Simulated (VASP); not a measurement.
# MgCdO (P4/mmm) in VASP: notebook, part 2 of 2

VASP 6.6.1. The steps go on from the part before.

## (5) Single point, PBE, collinear spin, ferromagnetic start

INCAR reads:

```
PREC     = Accurate       # precision mode
ENCUT    = 520            # plane-wave cutoff, eV
EDIFF    = 1E-7           # SCF threshold, eV
ISMEAR   = 0              # smearing method
SIGMA    = 0.1            # smearing width, eV
LREAL    = False          # projectors in reciprocal space
LASPH    = True           # aspherical terms in the spheres
NELM     = 150            # most SCF steps
ALGO     = Normal         # electronic algorithm
ISIF     = 2              # what is computed and relaxed
LWAVE    = False          # write WAVECAR
LCHARG   = True           # write CHGCAR
ISPIN    = 2              # spin polarisation
MAGMOM   = 0 0 1          # initial moments
LORBIT   = 11             # projections on sites
GGA      = PE             # functional
LELF     = True           # ELF
LVHAR    = True         
NBANDS   = 21             # bands
```

KPOINTS reads:

```
regular mesh
0
Gamma
  6 6 4
```

POSCAR reads:

```
MgCdO
1.0
    3.2278556000      0.0000000000      0.0000000000
    0.0000000000      3.2278556000      0.0000000000
    0.0000000000      0.0000000000      4.4375386800
Mg Cd O
1 1 1
Direct
    0.0000000000      0.0000000000      0.5000000000
    0.0000000000      0.0000000000      0.0000000000
    0.5000000000      0.5000000000      0.0000000000
```

The run is started by

```console
cat potpaw_PBE.64/Mg/POTCAR potpaw_PBE.64/Cd/POTCAR potpaw_PBE.64/O/POTCAR > POTCAR
mpirun -np 1 vasp_std > vasp.out
```

It took 30 s on 1 thread of Intel Xeon Platinum 8559C (Emerald Rapids), shared host; peak memory 0.19 GiB.

The run converged. Its results:

```yaml
Free_energy: -5.4586 eV
Pressure: 28.7 GPa
Band_gap_on_the_k_mesh: zero (filled and empty bands overlap)
Net_moment: 0.00 μB per cell
Valence_electrons_inside_the_program's_atomic_spheres: Mg 0.51; Cd 10.51; O 4.90
```

Stress tensor (GPa, compression positive):
```
 8.35  0.00  0.00
 0.00  8.35  0.00
 0.00  0.00 69.52
```

Levels at points of the mesh, in eV from the Fermi level:
Spin up:
| k point | band 8 | band 9 | band 10 | band 11 | band 12 | band 13 |
| --- | --- | --- | --- | --- | --- | --- |
| (0.00, 0.00, 0.00) | -4.23 | -3.45 | -3.45 | 2.44 | 2.67 | 7.33 |
| (0.50, 0.00, 0.00) | -2.64 | -1.51 | -0.76 | 0.71 | 1.68 | 6.79 |
| (0.50, 0.50, 0.00) | -5.44 | -2.74 | -1.00 | 2.42 | 2.42 | 4.11 |
| (0.00, 0.00, 0.50) | -3.42 | -3.42 | -2.48 | -0.57 | 7.56 | 7.87 |
| (0.50, 0.00, 0.50) | -3.28 | -2.26 | -1.50 | 1.89 | 3.00 | 3.12 |
| (0.50, 0.50, 0.50) | -5.28 | -3.10 | 0.12 | 1.14 | 2.35 | 2.35 |
Spin down:
```
           k point  band 8  band 9  band 10  band 11  band 12  band 13
(0.00, 0.00, 0.00)   -4.23   -3.45    -3.45     2.44     2.67     7.33
(0.50, 0.00, 0.00)   -2.64   -1.51    -0.76     0.71     1.68     6.79
(0.50, 0.50, 0.00)   -5.44   -2.74    -1.00     2.42     2.42     4.11
(0.00, 0.00, 0.50)   -3.42   -3.42    -2.48    -0.57     7.56     7.87
(0.50, 0.00, 0.50)   -3.28   -2.26    -1.50     1.89     3.00     3.12
(0.50, 0.50, 0.50)   -5.28   -3.10     0.12     1.14     2.35     2.35
```

## (6) Single point, PBE, collinear spin, ferromagnetic start

This run uses another cell than the first one, of 22.49 Å³/atom, 1.459 times its volume.

INCAR reads:

```
PREC = Accurate
ENCUT = 520
EDIFF = 1E-7
ISMEAR = 0
SIGMA = 0.1
LREAL = F
LASPH = T
NELM = 150
ALGO = Normal
ISIF = 2
LWAVE = F
LCHARG = T
ISPIN = 2
MAGMOM = 0 0 1
LORBIT = 11
GGA = PE
LELF = T
LVHAR = T
NBANDS = 21
```

KPOINTS reads:

```
Automatic mesh
0
Gamma
  6 6 4
```

POSCAR reads:

```
MgCdO
1.0
    3.1721165802      0.0000000000      0.0000000000
    0.0000000000      3.1721165802      0.0000000000
    0.0000000000      0.0000000000      6.7039446044
Mg Cd O
1 1 1
Direct
    0.0000000000      0.0000000000      0.5000000000
    0.0000000000      0.0000000000      0.0000000000
    0.5000000000      0.5000000000      0.0000000000
```

Potentials or basis: VASP PAW PBE potentials, release 64 (Mg, Cd, O).

The run is started by

```console
cat potpaw_PBE.64/Mg/POTCAR potpaw_PBE.64/Cd/POTCAR potpaw_PBE.64/O/POTCAR > POTCAR
mpirun -np 1 vasp_std > vasp.out
```

OUTCAR:

```text
PREC = Accurate
   ENCUT = 520
   EDIFF = 1E-7
   ISMEAR = 0
   LREAL = F
   LASPH = T
   NELM = 150
   ISIF = 2
   ISPIN = 2
   LORBIT = 11
   GGA = PE

 ion  position               nearest neighbor table
   1  0.000  0.000  0.500-   2 3.35   2 3.35
   2  0.000  0.000  0.000-   3 2.24   3 2.24   3 2.24   3 2.24   1 3.35   1 3.35
   3  0.500  0.500  0.000-   2 2.24   2 2.24   2 2.24   2 2.24

  LATTYP: Found a simple tetragonal cell.
 ALAT       =     3.1721165802
 C/A-ratio  =     2.1133979269

  Lattice vectors:

 A1 = (   3.1721165802,   0.0000000000,   0.0000000000)
 A2 = (   0.0000000000,   3.1721165802,   0.0000000000)
 A3 = (   0.0000000000,   0.0000000000,   6.7039446044)

Analysis of symmetry for initial positions (statically):
=====================================================================
 Subroutine PRICEL returns:
 Original cell was already a primitive cell.

 Routine SETGRP: Setting up the symmetry group for a
 simple tetragonal supercell.

 Subroutine GETGRP returns: Found 16 space group operations
 (whereof 16 operations were pure point group operations)
 out of a pool of 16 trial point group operations.

The static configuration has the point symmetry D_4h.

Analysis of symmetry for dynamics (positions and initial velocities):
=====================================================================
 Subroutine PRICEL returns:
 Original cell was already a primitive cell.

 Routine SETGRP: Setting up the symmetry group for a
 simple tetragonal supercell.

 Subroutine GETGRP returns: Found 16 space group operations
 (whereof 16 operations were pure point group operations)
 out of a pool of 16 trial point group operations.

The dynamic configuration has the point symmetry D_4h.

Analysis of structural, dynamic, and magnetic symmetry:
=====================================================================
 Subroutine PRICEL returns:
[... 151 lines left out ...]

 number of electron      19.9999998 magnetization      -0.0001365

 Free energy of the ion-electron system (eV)
  ---------------------------------------------------
  ext. energy  EPLUGINS =         0.00000000
  ---------------------------------------------------
  free energy    TOTEN  =        -8.02167516 eV

  energy without entropy =       -8.01566614  energy(sigma->0) =       -8.01867065

 E-fermi :   1.2122     XC(G=0):  -8.6723

 val. band max:        1.1758176835   @ k =   0.5000   0.0000   0.5000
 cond. band min:       1.2521109482   @ k =   0.0000   0.0000   0.0000
 fundamental gap:      0.0762932647
 Fermi energy:         1.2121800748

 spin component 1

 k-point     1 :       0.0000    0.0000    0.0000
  band No.  band energies     occupation
      1     -16.7949      1.00000
      2      -7.1761      1.00000
      3      -6.8187      1.00000
      4      -6.5801      1.00000
      5      -6.5801      1.00000
      6      -6.3092      1.00000
[... 565 lines left out ...]
     20      14.2044      0.00000
     21      14.3156      0.00000

 [... further k-points ...]

 spin component 2

 k-point     1 :       0.0000    0.0000    0.0000
  band No.  band energies     occupation
      1     -16.7949      1.00000
      2      -7.1761      1.00000
      3      -6.8187      1.00000
      4      -6.5801      1.00000
      5      -6.5801      1.00000
      6      -6.3092      1.00000
[... 565 lines left out ...]
     20      14.2042      0.00000
     21      14.3156      0.00000

 [... further k-points ...]
[... 5 lines left out ...]
  --------------------------------------------------------------------------------------
  -------------------------------------------------------------------------------------
  Total        0.3374639      0.3374639      0.1155937      0.0000000      0.0000000      0.0000000
  in kB        8.0151054      8.0151054      2.7454656      0.0000000      0.0000000      0.0000000
  external PRESSURE =       6.2585588 kB  Pullay stress =       0.0000000 kB

 VOLUME and BASIS-vectors are now :
 -----------------------------------------------------------------------------
  energy-cutoff  :      520.00
  volume of cell :       67.46
      direct lattice vectors                 reciprocal lattice vectors
     3.172116580  0.000000000  0.000000000     0.315246926  0.000000000  0.000000000
     0.000000000  3.172116580  0.000000000     0.000000000  0.315246926  0.000000000
     0.000000000  0.000000000  6.703944604     0.000000000  0.000000000  0.149165910

 POSITION                                       TOTAL-FORCE (eV/Angst)
 -----------------------------------------------------------------------------------
      0.00000      0.00000      3.35197         0.000000      0.000000      0.000000
      0.00000      0.00000      0.00000         0.000000      0.000000      0.000000
      1.58606      1.58606      0.00000         0.000000      0.000000      0.000000
 -----------------------------------------------------------------------------------
    total drift:                                0.000000     -0.000000     -0.000000

  FREE ENERGIE OF THE ION-ELECTRON SYSTEM (eV)
  ---------------------------------------------------
  free  energy   TOTEN  =        -8.0216751578 eV

  energy  without entropy=       -8.0156661368  energy(sigma->0) =       -8.01867065

 total charge

# of ion       s       p       d       tot
------------------------------------------
    1        0.268   0.061   0.004   0.334
    2        0.386   0.259   9.607  10.253
    3        1.580   3.328   0.000   4.908
--------------------------------------------------
tot          2.235   3.648   9.612  15.495

 magnetization (x)

# of ion       s       p       d       tot
------------------------------------------
    1        0.000  -0.000  -0.000  -0.000
    2       -0.000   0.000   0.000  -0.000
    3       -0.000  -0.000   0.000  -0.000
--------------------------------------------------
tot         -0.000  -0.000  -0.000  -0.000
```

OSZICAR:

```text
N       E                     dE             d eps       ncg     rms          rms(c)
DAV:   1     0.122131887381E+03    0.12213E+03   -0.92443E+03  2576   0.819E+02
DAV:   2    -0.367767692852E+01   -0.12581E+03   -0.11647E+03  2834   0.221E+02
DAV:   3    -0.102915701901E+02   -0.66139E+01   -0.65673E+01  3073   0.520E+01
DAV:   4    -0.103240832653E+02   -0.32513E-01   -0.32509E-01  2755   0.381E+00
DAV:   5    -0.103242494699E+02   -0.16620E-03   -0.16620E-03  2955   0.257E-01    0.130E+01
DAV:   6    -0.825261620361E+01    0.20716E+01   -0.94870E+00  3217   0.319E+01    0.924E+00
DAV:   7    -0.806801916611E+01    0.18460E+00   -0.20614E+00  2702   0.813E+00    0.517E+00
DAV:   8    -0.802664347898E+01    0.41376E-01   -0.31654E-01  2769   0.358E+00    0.117E+00
DAV:   9    -0.802181020815E+01    0.48333E-02   -0.36788E-02  2688   0.135E+00    0.341E-01
DAV:  10    -0.802175387727E+01    0.56331E-04   -0.30381E-03  2781   0.312E-01    0.186E-01
DAV:  11    -0.802164175256E+01    0.11212E-03   -0.12025E-03  2764   0.181E-01    0.682E-02
DAV:  12    -0.802166949342E+01   -0.27741E-04   -0.10428E-04  2798   0.946E-02    0.244E-02
DAV:  13    -0.802167269548E+01   -0.32021E-05   -0.74144E-06  2760   0.190E-02    0.929E-03
DAV:  14    -0.802167455868E+01   -0.18632E-05   -0.26258E-06  2763   0.108E-02    0.558E-03
DAV:  15    -0.802167514163E+01   -0.58295E-06   -0.65351E-07  2801   0.452E-03    0.159E-03
DAV:  16    -0.802167515785E+01   -0.16223E-07   -0.50774E-08  1752   0.140E-03
   1 F= -.80216752E+01 E0= -.80186706E+01  d E =-.600902E-02  mag=    -0.0000
```

It took 41 s on 1 thread of Intel Xeon Platinum 8559C (Emerald Rapids), shared host; peak memory 0.23 GiB.

Results:

* Free energy: -8.0217 eV
* Pressure: 0.6 GPa
* Band gap on the k mesh: zero (filled and empty bands overlap)
* Net moment: 0.00 μB per cell
* Valence electrons inside the program's atomic spheres: Mg 0.33; Cd 10.25; O 4.91

Levels at points of the mesh, in eV from the Fermi level:
Spin up:
```
           k point  band 6  band 7  band 8  band 9  band 10  band 11  band 12  band 13  band 14  band 15
(0.00, 0.00, 0.00)   -7.52   -4.34   -3.75   -2.77    -2.77     0.04     0.93     8.47     8.96     9.43
(0.50, 0.00, 0.00)   -7.74   -4.90   -1.94   -0.59    -0.50    -0.46     1.42     5.15     5.25     5.45
(0.50, 0.50, 0.00)   -6.75   -4.58   -4.58   -2.08     1.36     2.37     2.37     3.95     4.21     5.48
(0.00, 0.00, 0.50)   -7.52   -4.95   -2.77   -2.77    -2.39    -1.74     3.70     4.42     8.49     9.65
(0.50, 0.00, 0.50)   -7.73   -4.85   -2.08   -1.18    -0.59    -0.04     2.86     3.31     5.10     7.88
(0.50, 0.50, 0.50)   -6.75   -4.57   -4.57   -2.10     1.82     2.35     2.35     2.59     4.15     6.53
```
Spin down:
```
           k point  band 8  band 9  band 10  band 11  band 12  band 13
(0.00, 0.00, 0.00)   -3.75   -2.77    -2.77     0.04     0.93     8.47
(0.50, 0.00, 0.00)   -1.94   -0.59    -0.50    -0.46     1.42     5.15
(0.50, 0.50, 0.00)   -4.58   -2.08     1.36     2.37     2.37     3.95
(0.00, 0.00, 0.50)   -2.77   -2.77    -2.39    -1.74     3.70     4.42
(0.50, 0.00, 0.50)   -2.08   -1.18    -0.59    -0.04     2.86     3.31
(0.50, 0.50, 0.50)   -4.57   -2.10     1.82     2.35     2.35     2.59
```

## (7) The runs side by side

| task | spin | cell | cutoff (eV) | gap on the mesh (eV) | pressure (GPa) | moment (μB) |
| --- | --- | --- | --- | --- | --- | --- |
| single point | off | a = 3.228, b = 3.228, c = 4.438 Å, 3 atoms | 520 | none | 28.8 | - |
| single point | off | a = 3.172, b = 3.172, c = 6.704 Å, 3 atoms | 520 | none | 0.6 | - |
| relaxation of cell and atoms | off | relaxed from a = 3.228, b = 3.228, c = 4.438 Å, 3 atoms | 600 | none | 0.1 | - |
| single point | collinear, ferromagnetic start | a = 3.228, b = 3.228, c = 4.438 Å, 3 atoms | 520 | none | 28.7 | 0.00 |
| single point | collinear, ferromagnetic start | a = 3.172, b = 3.172, c = 6.704 Å, 3 atoms | 520 | none | 0.6 | 0.00 |

Alike in all rows: level PBE; potentials or basis VASP PAW PBE potentials, release 64 (Mg, Cd, O); k mesh 6 × 6 × 4; smearing gaussian 0.1 eV.

Caveats: the volume moved by over 15 % at a fixed basis, so the end points are rough (some runs).

Total energies depend on the potentials used, so only differences within one code and one set of settings carry meaning.
